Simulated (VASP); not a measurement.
Al2Ru: single point with PBEsol

The system is Al2Ru.

```
Al Ru
1.0
     0.00000    3.79972    4.22381
     2.25489    0.00000    4.22381
     2.25489    3.79972    0.00000
Al Ru
4 2
Direct
  0.08050 0.41950 0.08050
  0.41950 0.08050 0.41950
  0.16950 0.83050 0.16950
  0.83050 0.16950 0.83050
  0.75000 0.75000 0.75000
  0.50000 0.50000 0.50000
```

```
Program             : VASP 6.6.1
Task                : single point
Functional          : PBEsol
Potentials or basis : VASP PAW PBE potentials, release 64 (Al, Ru_pv)
Cutoff              : 520 eV
k mesh              : 10 × 10 × 10
Occupations         : gaussian, width 0.01 eV
Spin                : no spin polarisation
```

The pressure is 30.2 GPa. The largest force is 0.007 eV/Å.

Forces on the atoms (eV/Å):
```
Al   0.000  0.007  0.000
Al   0.000 -0.007  0.000
Al   0.000 -0.007  0.000
Al   0.000  0.007  0.000
Ru   0.000  0.000  0.000
Ru   0.000  0.000  0.000
```

Levels at points of the mesh, in eV from the Fermi level:
```
           k point  band 16  band 17  band 18  band 19  band 20  band 21  band 22  band 23  band 24  band 25
(0.00, 0.00, 0.00)    -3.43    -2.38    -1.53    -1.21    -0.05     1.87     2.37     2.60     3.00     3.05
(0.50, 0.00, 0.00)    -3.08    -2.69    -2.47    -1.39    -1.09     0.37     0.72     2.26     3.48     4.41
(0.50, 0.50, 0.00)    -2.61    -1.97    -1.97    -1.48    -1.48     2.48     2.48     2.89     2.89     3.74
(0.50, 0.00, 0.50)    -3.30    -2.65    -2.65    -1.79    -1.79     1.99     1.99     2.78     2.78     3.72
(0.00, 0.50, 0.50)    -3.40    -3.04    -3.04    -1.55    -1.55     0.38     0.38     4.83     4.83     5.45
```

Run time: 9.4 min on 1 thread of Oxide Virtual Turin-like Processor, on a shared host, peak memory 0.39 GiB.

Caveat: the cell stands under pressure; the PAW data sets were made with another functional, which shifts forces and pressure a little.
